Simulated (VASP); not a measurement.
# HfZn2I6 (Fm-3m) in VASP: further runs

HfZn2I6 is run at these levels: PBEsol; tasks: single point.

Everything below comes from runs of VASP 6.6.1. Logs are shortened: lines on timing, memory, paths and dates and some standing lists are left out, and cuts for length are marked.

## 1. The cell of the first run

Symmetry: Fm-3m, No. 225, cubic system. The conventional cell has a = 10.843 Å, b = 10.843 Å, c = 10.843 Å, α = 90.00°, β = 90.00°, γ = 90.00°. I (site symmetry 4mm) has 1 Hf at 2.64 Å within 3.5 Å. Hf (site symmetry m-3m) has 6 I at 2.64 Å within 3.5 Å. Within 5.0 Å of Zn (site symmetry -43m) lie 12 I at 3.83 Å and 4 Hf at 4.69 Å.

## 2. Single point, PBEsol

INCAR

```
PREC = Accurate
ENCUT = 520
EDIFF = 1E-7
ISMEAR = 0
SIGMA = 0.1055
LREAL = False
LASPH = True
NELM = 100
ALGO = Normal
ISIF = 2
LWAVE = False
LCHARG = True
GGA = PS
LELF = True
LVHAR = True
NBANDS = 48
```

KPOINTS

```
regular mesh
0
Gamma
  3 3 3
```

POSCAR

```
HfZn2I6
1.0
    0.0000000000      5.4212790000      5.4212790000
    5.4212790000      0.0000000000      5.4212790000
    5.4212790000      5.4212790000      0.0000000000
I Hf Zn
6 1 2
Direct
    0.7563000000      0.2437000000      0.2437000000
    0.2437000000      0.7563000000      0.2437000000
    0.2437000000      0.7563000000      0.7563000000
    0.7563000000      0.2437000000      0.7563000000
    0.2437000000      0.2437000000      0.7563000000
    0.7563000000      0.7563000000      0.2437000000
    0.0000000000      0.0000000000      0.0000000000
    0.2500000000      0.2500000000      0.2500000000
    0.7500000000      0.7500000000      0.7500000000
```

Potentials or basis: VASP PAW PBE potentials, release 64 (I, Hf_pv, Zn).

Started as:

```bash
> cat potpaw_PBE.64/I/POTCAR potpaw_PBE.64/Hf_pv/POTCAR potpaw_PBE.64/Zn/POTCAR > POTCAR
> mpirun -np 1 vasp_std > vasp.out
```

OUTCAR:

```text
PREC = Accurate
   ENCUT = 520
   EDIFF = 1E-7
   ISMEAR = 0
   LREAL = False
   LASPH = True
   NELM = 100
   ISIF = 2
   GGA = PS

 ion  position               nearest neighbor table
   1  0.756  0.244  0.244-   7 2.64
   2  0.244  0.756  0.244-   7 2.64
   3  0.244  0.756  0.756-   7 2.64
   4  0.756  0.244  0.756-   7 2.64
   5  0.244  0.244  0.756-   7 2.64
   6  0.756  0.756  0.244-   7 2.64
   7  0.000  0.000  0.000-   1 2.64   2 2.64   3 2.64   4 2.64   5 2.64   6 2.64
   8  0.250  0.250  0.250-
   9  0.750  0.750  0.750-

  LATTYP: Found a face centered cubic cell.
 ALAT       =    10.8425580000

  Lattice vectors:

 A1 = (   0.0000000000,   5.4212790000,   5.4212790000)
 A2 = (   5.4212790000,   0.0000000000,   5.4212790000)
 A3 = (   5.4212790000,   5.4212790000,   0.0000000000)

Analysis of symmetry for initial positions (statically):
=====================================================================
 Subroutine PRICEL returns:
 Original cell was already a primitive cell.

 Routine SETGRP: Setting up the symmetry group for a
 face centered cubic supercell.

 Subroutine GETGRP returns: Found 48 space group operations
 (whereof 48 operations were pure point group operations)
 out of a pool of 48 trial point group operations.

The static configuration has the point symmetry O_h .

Analysis of symmetry for dynamics (positions and initial velocities):
=====================================================================
 Subroutine PRICEL returns:
 Original cell was already a primitive cell.

 Routine SETGRP: Setting up the symmetry group for a
 face centered cubic supercell.

 Subroutine GETGRP returns: Found 48 space group operations
 (whereof 48 operations were pure point group operations)
 out of a pool of 48 trial point group operations.

The dynamic configuration has the point symmetry O_h .

 Subroutine INISYM returns: Found 48 space group operations
 (whereof 48 operations are pure point group operations),
 and found     1 'primitive' translations

----------------------------------------------------------------------------------------

                                     Primitive cell

  volume of cell :     318.6657

  direct lattice vectors                    reciprocal lattice vectors
     0.000000000  5.421279000  5.421279000    -0.092229158  0.092229158  0.092229158
     5.421279000  0.000000000  5.421279000     0.092229158 -0.092229158  0.092229158
     5.421279000  5.421279000  0.000000000     0.092229158  0.092229158 -0.092229158

  length of vectors
     7.666846287  7.666846287  7.666846287     0.159745588  0.159745588  0.159745588

  position of ions in fractional coordinates (direct lattice)
     0.756300000  0.243700000  0.243700000
     0.243700000  0.756300000  0.243700000
     0.243700000  0.756300000  0.756300000
     0.756300000  0.243700000  0.756300000
     0.243700000  0.243700000  0.756300000
     0.756300000  0.756300000  0.243700000
     0.000000000  0.000000000  0.000000000
     0.250000000  0.250000000  0.250000000
     0.750000000  0.750000000  0.750000000

  ion indices of the primitive-cell ions
   primitive index   ion index
                 1           1
                 2           2
                 3           3
                 4           4
                 5           5
                 6           6
                 7           7
                 8           8
                 9           9

----------------------------------------------------------------------------------------

 KPOINTS: regular mesh

Automatic generation of k-mesh.
 Grid dimensions read from file:
 generate k-points for:    3    3    3

 Generating k-lattice:

  Cartesian coordinates                     Fractional coordinates (reciprocal lattice)
    -0.030743053  0.030743053  0.030743053     0.333333333  0.000000000  0.000000000
     0.030743053 -0.030743053  0.030743053     0.000000000  0.333333333  0.000000000
     0.030743053  0.030743053 -0.030743053     0.000000000  0.000000000  0.333333333

  Length of vectors
     0.053248529  0.053248529  0.053248529

  Shift w.r.t. Gamma in fractional coordinates (k-lattice)
     0.000000000  0.000000000  0.000000000

 Subroutine IBZKPT returns following result:
 ===========================================

 Found      4 irreducible k-points:

 Following reciprocal coordinates:
            Coordinates               Weight
  0.000000  0.000000  0.000000      1.000000
  0.333333  0.000000  0.000000      8.000000
  0.333333  0.333333  0.000000      6.000000
 -0.333333  0.333333  0.000000     12.000000
   k-points           NKPTS =      4   k-points in BZ     NKDIM =      4   number of bands    NBANDS=     48
   number of dos      NEDOS =    301   number of ions     NIONS =      9
   total plane-waves  NPLWV = 216000
   dimension x,y,z NGX =    60 NGY =   60 NGZ =   60
   dimension x,y,z NGXF=   120 NGYF=  120 NGZF=  120
   ions per type =               6   1   2
   NGX,Y,Z   is equivalent  to a cutoff of  13.01, 13.01, 13.01 a.u.
   NGXF,Y,Z  is equivalent  to a cutoff of  26.02, 26.02, 26.02 a.u.
 SYSTEM =  unknown system
   PREC   = accura    normal or accurate (medium, high low for compatibility)
   ISTART =      0    job   : 0-new  1-cont  2-samecut
   ICHARG =      2    charge: 1-file 2-atom 10-const
   ISPIN  =      1    spin polarized calculation?
   LNONCOLLINEAR =      F non collinear calculations
   LSORBIT =      F    spin-orbit coupling
   LASPH  =      T    aspherical Exc in radial PAW
   ENCUT  =  520.0 eV  38.22 Ry    6.18 a.u.  14.26 14.26 14.26*2*pi/ulx,y,z
   NELM   =    100;   NELMIN=  2; NELMDL= -5     # of ELM steps
   EDIFF  = 0.1E-06   stopping-criterion for ELM
   LREAL  =      F    real-space projection
   EDIFFG = 0.1E-05   stopping-criterion for IOM
   NSW    =      0    number of steps for IOM
   IBRION =     -1    ionic relax: 0-MD 1-quasi-New 2-CG
   NFREE  =      0    steps in history (QN), initial steepest desc. (CG)
   ISIF   =      2    stress and relaxation
   ISYM   =      2    0-nonsym 1-usesym 2-fastsym
   POTIM  = 0.5000    time-step for ionic-motion
   TEBEG  =    0.0;   TEEND  =   0.0 temperature during run
   PSTRESS=    0.0 pullay stress
   NELECT =      76.0000    total number of electrons
   NUPDOWN=      -1.0000    fix difference up-down
   EMIN   =  10.00;   EMAX   =-10.00  energy-range for DOS
   EFERMI =   0.00;   METHOD = LEGACY
   ISMEAR =     0;   SIGMA  =   0.11  broadening in eV -4-tet -1-fermi 0-gaus
   EFERMI_NEDOS =   21; number of points for ismear=-14 and -15
   IALGO  =     38    algorithm
   IMIX   =      4    mixing-type and parameters
     AMIX     =   0.40;   BMIX     =  1.00
     AMIX_MAG =   1.60;   BMIX_MAG =  1.00
  volume/ion in A,a.u.               =      35.41       238.94
  Fermi-wavevector in a.u.,A,eV,Ry     =   1.015237  1.918520 14.023620  1.030707
  Thomas-Fermi vector in A             =   2.148512
   LORBIT       =      0    0 simple, 1 ext, 2 COOP (PROOUT), +10 PAW based schemes
   GGA     = PS    functional components
   LHFCALC =     F    Hartree Fock is set to
   AEXX    =    0.0000 exact exchange contribution
   IVDW    =     0    specifies the selected vdW correction
   LEPSILON=     F    determine dielectric tensor
   LRPA    =     F    only Hartree local field effects (RPA)
 non-spin polarized calculation
 Gauss-broadening in eV      SIGMA  =   0.11
  energy-cutoff  :      520.00
  volume of cell :      318.67
 maximum number of plane-waves:      8609
 NGX is ok and might be reduce to    60
   NGX = 29   NGY = 29   NGZ = 29

 number of electron      76.0000026 magnetization

 Free energy of the ion-electron system (eV)
  ---------------------------------------------------
  ext. energy  EPLUGINS =         0.00000000
  ---------------------------------------------------
  free energy    TOTEN  =       -24.96331595 eV

  energy without entropy =      -24.91138505  energy(sigma->0) =      -24.93735050

 E-fermi :   2.3487     XC(G=0):  -8.7030

 val. band max:        2.3043185568   @ k =  -0.3333   0.3333   0.0000
 cond. band min:       2.4138854393   @ k =  -0.3333   0.3333   0.0000
 fundamental gap:      0.1095668825
 Fermi energy:         2.3486570238

 k-point     1 :       0.0000    0.0000    0.0000
  band No.  band energies     occupation
      1     -28.1039      2.00000
      2     -28.1039      2.00000
      3     -28.1039      2.00000
      4     -10.5266      2.00000
      5      -9.4475      2.00000
      6      -9.4475      2.00000
[... 40 lines left out ...]
     47       8.0026      0.00000
     48       8.0026      0.00000

 k-point     2 :       0.3333    0.0000    0.0000
  band No.  band energies     occupation
      1     -28.1039      2.00000
      2     -28.1039      2.00000
      3     -28.1039      2.00000
      4     -10.3770      2.00000
      5      -9.6669      2.00000
      6      -9.4618      2.00000
[... 40 lines left out ...]
     47       7.8199      0.00000
     48       7.8206      0.00000

 k-point     3 :       0.3333    0.3333    0.0000
  band No.  band energies     occupation
      1     -28.1039      2.00000
      2     -28.1039      2.00000
      3     -28.1039      2.00000
      4     -10.3367      2.00000
      5      -9.6238      2.00000
      6      -9.4668      2.00000
[... 40 lines left out ...]
     47       7.2009      0.00000
     48       7.4776      0.00000

 k-point     4 :      -0.3333    0.3333    0.0000
  band No.  band energies     occupation
      1     -28.1039      2.00000
      2     -28.1039      2.00000
      3     -28.1039      2.00000
      4     -10.2517      2.00000
      5      -9.7516      2.00000
      6      -9.4892      2.00000
[... 40 lines left out ...]
     47       7.1545      0.00000
     48       7.1665      0.00000

------------------------ aborting loop because EDIFF is reached ----------------------------------------

  FORCE on cell =-STRESS in cart. coord.  units (eV):
  Direction    XX          YY          ZZ          XY          YZ          ZX
  --------------------------------------------------------------------------------------
  -------------------------------------------------------------------------------------
  Total        8.4466078      8.4466078      8.4466078     -0.0000000      0.0000000      0.0000000
  in kB       42.4675922     42.4675922     42.4675922     -0.0000000      0.0000000      0.0000000
  external PRESSURE =      42.4675922 kB  Pullay stress =       0.0000000 kB

 VOLUME and BASIS-vectors are now :
 -----------------------------------------------------------------------------
  energy-cutoff  :      520.00
  volume of cell :      318.67
      direct lattice vectors                 reciprocal lattice vectors
     0.000000000  5.421279000  5.421279000    -0.092229158  0.092229158  0.092229158
     5.421279000  0.000000000  5.421279000     0.092229158 -0.092229158  0.092229158
     5.421279000  5.421279000  0.000000000     0.092229158  0.092229158 -0.092229158

 POSITION                                       TOTAL-FORCE (eV/Angst)
 -----------------------------------------------------------------------------------
      2.64233      5.42128      5.42128         1.889016      0.000000     -0.000000
      5.42128      2.64233      5.42128         0.000000      1.889016     -0.000000
      8.20023      5.42128      5.42128        -1.889016      0.000000     -0.000000
      5.42128      8.20023      5.42128         0.000000     -1.889016     -0.000000
      5.42128      5.42128      2.64233         0.000000      0.000000      1.889016
      5.42128      5.42128      8.20023         0.000000      0.000000     -1.889016
      0.00000      0.00000      0.00000         0.000000      0.000000     -0.000000
      2.71064      2.71064      2.71064         0.000000     -0.000000     -0.000000
      8.13192      8.13192      8.13192         0.000000     -0.000000     -0.000000
 -----------------------------------------------------------------------------------
    total drift:                                0.000000     -0.000000      0.000000

  FREE ENERGIE OF THE ION-ELECTRON SYSTEM (eV)
  ---------------------------------------------------
  free  energy   TOTEN  =       -24.9633159499 eV

  energy  without entropy=      -24.9113850544  energy(sigma->0) =      -24.93735050
```

Run time: 3.4 min. Hardware: 1 thread of Intel Xeon 8259CL, shared host; peak memory 0.53 GiB.

What came out:

```
Free energy            : -24.9633 eV
Pressure               : 4.2 GPa
Largest force          : 1.889 eV/Å
Band gap on the k mesh : zero (bands 38 and 39 overlap by 0.34 eV)
```

Forces in eV/Å, atoms in the order of the input:
```
I    1.889  0.000  0.000
I    0.000  1.889  0.000
I   -1.889  0.000  0.000
I    0.000 -1.889  0.000
I    0.000  0.000  1.889
I    0.000  0.000 -1.889
Hf   0.000  0.000  0.000
Zn   0.000  0.000  0.000
Zn   0.000  0.000  0.000
```

Caveat: the cell stands under pressure; the PAW data sets were made with another functional, which shifts forces and pressure a little; spin-orbit coupling is left out, which moves the levels of the heavy elements.

## 3. Single point, PBEsol

INCAR

```
SYSTEM = HfZn2I6
PREC     = Accurate       ! precision mode
ENCUT    = 520            ! plane-wave cutoff, eV
EDIFF    = 1E-7           ! SCF threshold, eV
ISMEAR   = 0              ! smearing method
SIGMA    = 0.1055         ! smearing width, eV
LREAL    = .FALSE.        ! projectors in reciprocal space
LASPH    = .TRUE.         ! aspherical terms in the spheres
NELM     = 60             ! most SCF steps
ALGO     = Normal         ! electronic algorithm
ISIF     = 2              ! what is computed and relaxed
LWAVE    = .FALSE.        ! write WAVECAR
LCHARG   = .FALSE.        ! write CHGCAR
GGA      = PS             ! functional
NBANDS   = 48             ! bands
```

KPOINTS

```
regular mesh
0
G
  3 3 3
  0 0 0
```

POSCAR is that of step 2.

Potentials or basis: VASP PAW PBE potentials, release 64 (I, Hf_pv, Zn).

Started as:

```bash
> cat potpaw_PBE.64/I/POTCAR potpaw_PBE.64/Hf_pv/POTCAR potpaw_PBE.64/Zn/POTCAR > POTCAR
> mpirun -np 1 vasp_std > vasp.out
```

Wall time 2.9 min (1 thread of Intel Xeon 8259CL, shared host); peak memory 0.52 GiB.

The run converged. Its results:

```yaml
Free_energy: -24.9633 eV
Pressure: 4.2 GPa
Largest_force: 1.889 eV/Å
Band_gap_on_the_k_mesh: zero (bands 38 and 39 overlap by 0.34 eV)
```

Forces on the atoms (eV/Å):
```
I    1.889  0.000  0.000
I    0.000  1.889  0.000
I   -1.889  0.000  0.000
I    0.000 -1.889  0.000
I    0.000  0.000  1.889
I    0.000  0.000 -1.889
Hf   0.000  0.000  0.000
Zn   0.000  0.000  0.000
Zn   0.000  0.000  0.000
```

Levels at points of the mesh, in eV from the Fermi level:
```tsv
k point	band 35	band 36	band 37	band 38	band 39	band 40
(0.00, 0.00, 0.00)	-0.30	-0.30	0.13	0.13	0.13	1.89
```

Caveat: the cell stands under pressure; the PAW data sets were made with another functional, which shifts forces and pressure a little; spin-orbit coupling is left out, which moves the levels of the heavy elements.

## 4. Single point, PBEsol

Edit INCAR of step 3 so:

```diff
@@ -3,5 +3,5 @@
 ENCUT    = 520            ! plane-wave cutoff, eV
-EDIFF    = 1E-7           ! SCF threshold, eV
-ISMEAR   = 0              ! smearing method
-SIGMA    = 0.1055         ! smearing width, eV
+EDIFF    = 1E-6           ! SCF threshold, eV
+ISMEAR   = 1              ! smearing method
+SIGMA    = 0.05           ! smearing width, eV
 LREAL    = .FALSE.        ! projectors in reciprocal space
```

KPOINTS is that of step 3.

POSCAR is that of step 3.

Started as:

```bash
> cat potpaw_PBE.64/I/POTCAR potpaw_PBE.64/Hf_pv/POTCAR potpaw_PBE.64/Zn/POTCAR > POTCAR
> mpirun -np 1 vasp_std > vasp.out
```

It took 2.5 min on 1 thread of Intel Xeon 8259CL, shared host; peak memory 0.51 GiB.

The run converged. Its results:

```
Free energy            : -24.9395 eV
Pressure               : 4.2 GPa
Largest force          : 1.871 eV/Å
Band gap on the k mesh : zero (bands 38 and 39 overlap by 0.33 eV)
```

Forces in eV/Å, atoms in the order of the input:
```
I    1.871  0.000  0.000
I    0.000  1.871  0.000
I   -1.871  0.000  0.000
I    0.000 -1.871  0.000
I    0.000  0.000  1.871
I    0.000  0.000 -1.871
Hf   0.000  0.000  0.000
Zn   0.000  0.000  0.000
Zn   0.000  0.000  0.000
```

Levels at points of the mesh, in eV from the Fermi level:
```
           k point  band 33  band 34  band 35  band 36  band 37  band 38  band 39  band 40  band 41  band 42
(0.00, 0.00, 0.00)    -1.15    -0.34    -0.34    -0.34     0.09     0.09     0.09     1.86     1.86     1.86
```

Caveat: the cell stands under pressure; the PAW data sets were made with another functional, which shifts forces and pressure a little; spin-orbit coupling is left out, which moves the levels of the heavy elements.

(Part 1 of 2 ends here.)
